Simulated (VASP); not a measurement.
Input of a VASP 6.6.1 run:

File INCAR:

```
PREC = Accurate ; ENCUT = 520
EDIFF = 1E-6 ; ISMEAR = -1
SIGMA = 0.05 ; LREAL = F
LASPH = T ; NELM = 100
ALGO = Normal ; ISIF = 2
LWAVE = F ; LCHARG = F
GGA = PS ; NBANDS = 16
```

File KPOINTS:

```
regular mesh
0
Gamma
  7 7 6
```

POSCAR

```
Se
1.0
    3.2413097263      0.0000000000      0.0000000000
   -1.6206548631      2.8070565645      0.0000000000
    0.0000000000      0.0000000000      5.4286054360
Se
3
Direct
    0.6666415358      0.6666415358      0.0000000000
    0.0000000000      0.3333584642      0.6666666667
    0.3333584642      0.0000000000      0.3333333333
```

Potentials or basis: VASP PAW PBE potentials, release 64 (Se).

The run is started by

```console
$ cat potpaw_PBE.64/Se/POTCAR > POTCAR
$ mpirun -np 1 vasp_std > vasp.out
```

Q: Estimate the pressure.

A: 30.4 GPa.

Q: Predict the band gap on the k mesh.

A: Zero (band 9 reaches 9.56 eV, above the bottom of band 10 at 6.96 eV).

Stress tensor (GPa, compression positive):
```
30.32  0.00  0.00
 0.00 30.32  0.00
 0.00  0.00 30.63
```

Caveat: the PAW data sets were made with another functional, which shifts forces and pressure a little.
